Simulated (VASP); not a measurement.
# AgRh (P-6m2) in VASP: a series of runs, part 2 of 2

VASP 6.6.1.

### Step 3. Single point, PBE

File INCAR:

```
SYSTEM = AgRh
ALGO = Fast ; EDIFF = 1E-6
ENCUT = 520 ; GGA = PE
ISIF = 2 ; ISMEAR = -1
LASPH = .True. ; LCHARG = .False.
LREAL = .False. ; LWAVE = .False.
NBANDS = 20 ; NELM = 60
PREC = Accurate ; SIGMA = 0.05
```

File KPOINTS:

```
k-points
0
Gamma
  11 11 6
  0 0 0
```

File POSCAR:

```
AgRh
1.0
    2.7589461066      0.0000000000      0.0000000000
   -1.3794730533      2.3893174160      0.0000000000
    0.0000000000      0.0000000000      4.7763285309
Ag Rh
1 1
Direct
    0.0000000000      0.0000000000      0.5000000000
    0.6666666667      0.3333333333      0.0000000000
```

Potentials or basis: VASP PAW PBE potentials, release 64 (Ag, Rh_pv).

On the command line:

```bash
cat potpaw_PBE.64/Ag/POTCAR potpaw_PBE.64/Rh_pv/POTCAR > POTCAR
mpirun -np 1 vasp_std > vasp.out
```

OUTCAR:

```text
SYSTEM = AgRh
   EDIFF = 1E-6
   ENCUT = 520
   GGA = PE
   ISIF = 2
   ISMEAR = -1
   LASPH = .True.
   LREAL = .False.
   NELM = 60
   PREC = Accurate

 ion  position               nearest neighbor table
   1  0.000  0.000  0.500-   2 2.87   2 2.87   2 2.87   2 2.87   2 2.87   2 2.87
   2  0.667  0.333  0.000-   1 2.87   1 2.87   1 2.87   1 2.87   1 2.87   1 2.87

  LATTYP: Found a hexagonal cell.
 ALAT       =     2.7589461066
 C/A-ratio  =     1.7312148720

  Lattice vectors:

 A1 = (   2.7589461066,   0.0000000000,   0.0000000000)
 A2 = (  -1.3794730533,   2.3893174160,   0.0000000000)
 A3 = (   0.0000000000,   0.0000000000,   4.7763285309)

Analysis of symmetry for initial positions (statically):
=====================================================================
 Subroutine PRICEL returns:
 Original cell was already a primitive cell.

 Routine SETGRP: Setting up the symmetry group for a
 hexagonal supercell.

 Subroutine GETGRP returns: Found 12 space group operations
 (whereof 12 operations were pure point group operations)
 out of a pool of 24 trial point group operations.

The static configuration has the point symmetry D_3h.

Analysis of symmetry for dynamics (positions and initial velocities):
=====================================================================
 Subroutine PRICEL returns:
 Original cell was already a primitive cell.

 Routine SETGRP: Setting up the symmetry group for a
 hexagonal supercell.

 Subroutine GETGRP returns: Found 12 space group operations
 (whereof 12 operations were pure point group operations)
 out of a pool of 24 trial point group operations.

The dynamic configuration has the point symmetry D_3h.

 Subroutine INISYM returns: Found 12 space group operations
 (whereof 12 operations are pure point group operations),
 and found     1 'primitive' translations

----------------------------------------------------------------------------------------

                                     Primitive cell

  volume of cell :      31.4855

  direct lattice vectors                    reciprocal lattice vectors
     2.758946107  0.000000000  0.000000000     0.362457243  0.209264787  0.000000000
    -1.379473053  2.389317416  0.000000000     0.000000000  0.418529574  0.000000000
     0.000000000  0.000000000  4.776328531     0.000000000  0.000000000  0.209365833

  length of vectors
     2.758946107  2.758946107  4.776328531     0.418529574  0.418529574  0.209365833

  position of ions in fractional coordinates (direct lattice)
     0.000000000  0.000000000  0.500000000
     0.666666667  0.333333333  0.000000000

  ion indices of the primitive-cell ions
   primitive index   ion index
                 1           1
                 2           2

----------------------------------------------------------------------------------------

 KPOINTS: k-points

Automatic generation of k-mesh.
 Grid dimensions read from file:
 generate k-points for:   11   11    6

 Generating k-lattice:

  Cartesian coordinates                     Fractional coordinates (reciprocal lattice)
     0.032950658  0.019024072  0.000000000     0.090909091 -0.000000000  0.000000000
     0.000000000  0.038048143  0.000000000     0.000000000  0.090909091  0.000000000
     0.000000000  0.000000000  0.034894305     0.000000000  0.000000000  0.166666667

  Length of vectors
     0.038048143  0.038048143  0.034894305

  Shift w.r.t. Gamma in fractional coordinates (k-lattice)
     0.000000000  0.000000000  0.000000000

 Subroutine IBZKPT returns following result:
 ===========================================

 Found     64 irreducible k-points:

 Following reciprocal coordinates:
            Coordinates               Weight
  0.000000  0.000000  0.000000      1.000000
  0.090909  0.000000  0.000000      6.000000
  0.181818  0.000000  0.000000      6.000000
  0.272727  0.000000  0.000000      6.000000
  0.363636 -0.000000  0.000000      6.000000
  0.454545 -0.000000  0.000000      6.000000
[... 16 lines left out ...]
  0.090909  0.090909  0.166667     12.000000
  0.181818  0.090909  0.166667     24.000000
 [... further k-points ...]
   k-points           NKPTS =     64   k-points in BZ     NKDIM =     64   number of bands    NBANDS=     20
   number of dos      NEDOS =    301   number of ions     NIONS =      2
   total plane-waves  NPLWV =  20736
   dimension x,y,z NGX =    24 NGY =   24 NGZ =   36
   dimension x,y,z NGXF=    48 NGYF=   48 NGZF=   72
   ions per type =               1   1
   NGX,Y,Z   is equivalent  to a cutoff of  14.46, 14.46, 12.53 a.u.
   NGXF,Y,Z  is equivalent  to a cutoff of  28.92, 28.92, 25.06 a.u.
 SYSTEM =  AgRh
   PREC   = accura    normal or accurate (medium, high low for compatibility)
   ISTART =      0    job   : 0-new  1-cont  2-samecut
   ICHARG =      2    charge: 1-file 2-atom 10-const
   ISPIN  =      1    spin polarized calculation?
   LNONCOLLINEAR =      F non collinear calculations
   LSORBIT =      F    spin-orbit coupling
   LASPH  =      T    aspherical Exc in radial PAW
   ENCUT  =  520.0 eV  38.22 Ry    6.18 a.u.   5.13  5.13  8.88*2*pi/ulx,y,z
   NELM   =     60;   NELMIN=  2; NELMDL= -5     # of ELM steps
   EDIFF  = 0.1E-05   stopping-criterion for ELM
   LREAL  =      F    real-space projection
   EDIFFG = 0.1E-04   stopping-criterion for IOM
   NSW    =      0    number of steps for IOM
   IBRION =     -1    ionic relax: 0-MD 1-quasi-New 2-CG
   NFREE  =      0    steps in history (QN), initial steepest desc. (CG)
   ISIF   =      2    stress and relaxation
   ISYM   =      2    0-nonsym 1-usesym 2-fastsym
   POTIM  = 0.5000    time-step for ionic-motion
   TEBEG  =    0.0;   TEEND  =   0.0 temperature during run
   PSTRESS=    0.0 pullay stress
   NELECT =      26.0000    total number of electrons
   NUPDOWN=      -1.0000    fix difference up-down
   EMIN   =  10.00;   EMAX   =-10.00  energy-range for DOS
   EFERMI =   0.00;   METHOD = LEGACY
   ISMEAR =    -1;   SIGMA  =   0.05  broadening in eV -4-tet -1-fermi 0-gaus
   EFERMI_NEDOS =   21; number of points for ismear=-14 and -15
   IALGO  =     68    algorithm
   IMIX   =      4    mixing-type and parameters
     AMIX     =   0.40;   BMIX     =  1.00
     AMIX_MAG =   1.60;   BMIX_MAG =  1.00
  volume/ion in A,a.u.               =      15.74       106.24
  Fermi-wavevector in a.u.,A,eV,Ry     =   1.535897  2.902425 32.095881  2.358981
  Thomas-Fermi vector in A             =   2.642622
   LORBIT       =      0    0 simple, 1 ext, 2 COOP (PROOUT), +10 PAW based schemes
   GGA     = PE    functional components
   LHFCALC =     F    Hartree Fock is set to
   AEXX    =    0.0000 exact exchange contribution
   IVDW    =     0    specifies the selected vdW correction
   LEPSILON=     F    determine dielectric tensor
   LRPA    =     F    only Hartree local field effects (RPA)
 non-spin polarized calculation
 RMM-DIIS sequential band-by-band and
  energy-cutoff  :      520.00
  volume of cell :       31.49
 maximum number of plane-waves:       860
 NGX is ok and might be reduce to    24
   NGX = 11   NGY = 11   NGZ = 17

 number of electron      25.9999997 magnetization

 Free energy of the ion-electron system (eV)
  ---------------------------------------------------
  ext. energy  EPLUGINS =         0.00000000
  ---------------------------------------------------
  free energy    TOTEN  =        -9.45564145 eV

  energy without entropy =       -9.43049010  energy(sigma->0) =       -9.44306577

 E-fermi :   9.1144     XC(G=0): -12.9155

 val. band max:        9.0877181255   @ k =   0.0909   0.0909   0.3333
 cond. band min:       9.1259453475   @ k =   0.2727   0.0000   0.0000
 fundamental gap:      0.0382272220
 Fermi energy:         9.1144423888

 k-point     1 :       0.0000    0.0000    0.0000
  band No.  band energies     occupation
      1     -36.5594      2.00000
      2     -36.5464      2.00000
      3     -36.5464      2.00000
      4       1.8339      2.00000
      5       3.2855      2.00000
      6       4.7949      2.00000
[... 12 lines left out ...]
     19      28.0183      0.00000
     20      30.6778      0.00000
[... 507 lines left out ...]
 k-point    24 :       0.1818    0.0909    0.1667
  band No.  band energies     occupation
      1     -36.7430      2.00000
      2     -36.6031      2.00000
      3     -36.5322      2.00000
      4       3.4717      2.00000
      5       4.0430      2.00000
      6       4.4533      2.00000
[... 12 lines left out ...]
     19      25.9911      0.00000
     20      27.1648      0.00000

 [... further k-points ...]

------------------------ aborting loop because EDIFF is reached ----------------------------------------

  FORCE on cell =-STRESS in cart. coord.  units (eV):
  Direction    XX          YY          ZZ          XY          YZ          ZX
  --------------------------------------------------------------------------------------
  -------------------------------------------------------------------------------------
  Total        0.2218381      0.2218381     -0.0448241      0.0000000      0.0000000      0.0000000
  in kB       11.2884786     11.2884786     -2.2809252      0.0000000      0.0000000      0.0000000
  external PRESSURE =       6.7653440 kB  Pullay stress =       0.0000000 kB

 VOLUME and BASIS-vectors are now :
 -----------------------------------------------------------------------------
  energy-cutoff  :      520.00
  volume of cell :       31.49
      direct lattice vectors                 reciprocal lattice vectors
     2.758946107  0.000000000  0.000000000     0.362457243  0.209264787  0.000000000
    -1.379473053  2.389317416  0.000000000     0.000000000  0.418529574  0.000000000
     0.000000000  0.000000000  4.776328531     0.000000000  0.000000000  0.209365833

 POSITION                                       TOTAL-FORCE (eV/Angst)
 -----------------------------------------------------------------------------------
      0.00000      0.00000      2.38816        -0.000000      0.000000      0.000000
      1.37947      0.79644      0.00000         0.000000      0.000000      0.000000
 -----------------------------------------------------------------------------------
    total drift:                               -0.000000      0.000000      0.000000

  FREE ENERGIE OF THE ION-ELECTRON SYSTEM (eV)
  ---------------------------------------------------
  free  energy   TOTEN  =        -9.4556414451 eV

  energy  without entropy=       -9.4304900966  energy(sigma->0) =       -9.44306577
```

OSZICAR:

```text
N       E                     dE             d eps       ncg     rms          rms(c)
DAV:   1     0.218296061065E+03    0.21830E+03   -0.15686E+04  2568   0.141E+03
DAV:   2    -0.576118229125E+01   -0.22406E+03   -0.21786E+03  2668   0.378E+02
DAV:   3    -0.101912185141E+02   -0.44300E+01   -0.44008E+01  2916   0.591E+01
DAV:   4    -0.102157171455E+02   -0.24499E-01   -0.24497E-01  2804   0.438E+00
DAV:   5    -0.102160641990E+02   -0.34705E-03   -0.34705E-03  2916   0.539E-01    0.969E+00
RMM:   6    -0.953312331730E+01    0.68294E+00   -0.16162E+00  2602   0.985E+00    0.630E+00
RMM:   7    -0.949067739863E+01    0.42446E-01   -0.19771E-01  2656   0.367E+00    0.292E+00
RMM:   8    -0.946114205136E+01    0.29535E-01   -0.39662E-02  2741   0.152E+00    0.186E+00
RMM:   9    -0.945569283916E+01    0.54492E-02   -0.71673E-03  2886   0.726E-01    0.917E-02
RMM:  10    -0.945563291390E+01    0.59925E-04   -0.39257E-04  3070   0.176E-01    0.276E-02
RMM:  11    -0.945564039781E+01   -0.74839E-05   -0.81845E-05  3226   0.746E-02    0.147E-02
RMM:  12    -0.945564134114E+01   -0.94332E-06   -0.12353E-05  3103   0.254E-02    0.642E-03
RMM:  13    -0.945564144509E+01   -0.10395E-06   -0.22798E-06  2204   0.128E-02
   1 F= -.94556414E+01 E0= -.94430658E+01  d E =-.251513E-01
```

Run time: 24 s. Hardware: 1 thread of Intel Xeon Platinum 8488C (Sapphire Rapids), shared host; peak memory 0.18 GiB.

What came out:

```yaml
Free_energy: -9.4556 eV
Pressure: 0.7 GPa
Band_gap_on_the_k_mesh: zero (band 13 reaches 10.21 eV, above the bottom of band 14 at 8.85 eV)
```

### Step 4. Single point, PBE

This run uses another cell than the first one, of 16.06 Å³/atom, 1.020 times its volume.

File INCAR:

```
PREC     = Accurate       # precision mode
ENCUT    = 520            # plane-wave cutoff, eV
EDIFF    = 1E-6           # SCF threshold, eV
ISMEAR   = -1             # smearing method
SIGMA    = 0.05           # smearing width, eV
LREAL    = F              # projectors in reciprocal space
LASPH    = T              # aspherical terms in the spheres
NELM     = 100            # most SCF steps
ALGO     = Normal         # electronic algorithm
ISIF     = 2              # what is computed and relaxed
LWAVE    = F              # write WAVECAR
LCHARG   = F              # write CHGCAR
GGA      = PE             # functional
NBANDS   = 20             # bands
```

File KPOINTS:

```
regular mesh
0
Gamma
  11 11 6
```

File POSCAR:

```
AgRh
1.0
    2.7775881998      0.0000000000      0.0000000000
   -1.3887940999      2.4054619423      0.0000000000
    0.0000000000      0.0000000000      4.8086020000
Ag Rh
1 1
Direct
    0.0000000000      0.0000000000      0.5000000000
    0.6666666667      0.3333333333      0.0000000000
```

On the command line:

```bash
cat potpaw_PBE.64/Ag/POTCAR potpaw_PBE.64/Rh_pv/POTCAR > POTCAR
mpirun -np 1 vasp_std > vasp.out
```

Run time: 19 s. Hardware: 1 thread of Intel Xeon Platinum 8488C (Sapphire Rapids), shared host; peak memory 0.18 GiB.

Results (log left out):

* Free energy: -9.4524 eV
* Pressure: -2.4 GPa
* Band gap on the k mesh: zero (band 13 reaches 9.87 eV, above the bottom of band 14 at 8.55 eV)

Stress tensor (GPa, compression positive):
```
-2.17  0.00  0.00
 0.00 -2.17  0.00
 0.00  0.00 -2.96
```

Levels at points of the mesh, in eV from the Fermi level:
```csv
k point,band 9,band 10,band 11,band 12,band 13,band 14,band 15,band 16,band 17,band 18
"(0.00, 0.00, 0.00)",-3.07,-3.07,-1.77,-1.77,0.14,0.14,0.20,5.35,16.68,17.25
"(0.00, 0.00, 0.50)",-3.15,-3.15,-2.44,-1.58,-1.58,0.10,0.10,11.58,12.54,16.88
```
